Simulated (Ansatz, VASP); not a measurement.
**One calculation of Cd2Te3, two programs**

Contents of INCAR:

```
SYSTEM = Cd2Te3
ALGO = Normal
EDIFF = 1E-6
EDIFFG = -0.04
ENCUT = 600
GGA = PE
IBRION = 2
ISIF = 3
ISMEAR = 0
LASPH = .True.
LCHARG = .False.
LREAL = .False.
LWAVE = .False.
NELM = 100
NSW = 90
PREC = Accurate
SIGMA = 0.1
```

File KPOINTS:

```
k-points
0
Gamma
  4 4 4
  0 0 0
```

File POSCAR:

```
Cd2Te3
1.0
    5.5500645700      0.0000000000      0.0000000000
    0.0000000000      5.5500645700      0.0000000000
    0.0000000000      0.0000000000      5.5500645700
Cd Te
2 3
Direct
    0.5000000000      0.5000000000      0.5000000000
    0.0000000000      0.0000000000      0.0000000000
    0.5000000000      0.0000000000      0.0000000000
    0.0000000000      0.5000000000      0.0000000000
    0.0000000000      0.0000000000      0.5000000000
```

Input for Ansatz:

```yaml
crystal:
  lattice:
    - [5.55006457, 0.0, 0.0]
    - [0.0, 5.55006457, 0.0]
    - [0.0, 0.0, 5.55006457]
  atoms:
    - { symbol: Cd, position: [0.5, 0.5, 0.5] }
    - { symbol: Cd, position: [0.0, 0.0, 0.0] }
    - { symbol: Te, position: [0.5, 0.0, 0.0] }
    - { symbol: Te, position: [0.0, 0.5, 0.0] }
    - { symbol: Te, position: [0.0, 0.0, 0.5] }
basis:
  ecutwfc: 420
kpoints:
  mp_grid: { grid: [4, 4, 4] }
hamiltonian:
  xc: pbe
scf:
  occupations: { method: gaussian, width: 0.1 }
  lower_state_search: "off"
output:
  forces: true
  stress: true
  eigenvalues: true
relax:
  adjacent_minimum: "off"
  f_tol: 0.04
  max_steps: 70
  cell: { stress_tol: 0.4 }
```

Alike in both runs: task relaxation of cell and atoms; functional PBE; k mesh 4 × 4 × 4; occupations gaussian, width 0.1 eV; no spin polarisation.

|  | VASP | Ansatz |
| --- | --- | --- |
| version | VASP 6.6.1 | Ansatz 0.2.0 |
| potentials or method | VASP PAW PBE potentials, release 64 (Cd, Te), cutoff 600 eV | scalar-relativistic, plane waves, PAW |
| valence electrons in the cell | 42 | 88 |

Ansatz gave:

* gap on the k mesh at the Fermi level, each at its own relaxed structure (eV): none
* relaxed volume (Å³/atom): 35.73
* relaxed cell length with the largest relative difference (Å): 5.632

Q: Which values does VASP return?

A: gap on the k mesh at the Fermi level, each at its own relaxed structure (eV): none; relaxed volume (Å³/atom): 36.17; relaxed cell length with the largest relative difference (Å): 5.655.

A gap of «none» marks a metal or a gap that the smearing closes. VASP's potentials hold 42 valence electrons a cell and Ansatz's 88, so a difference there can come from the potentials and not from the codes.

Neither program's run includes spin-orbit coupling.
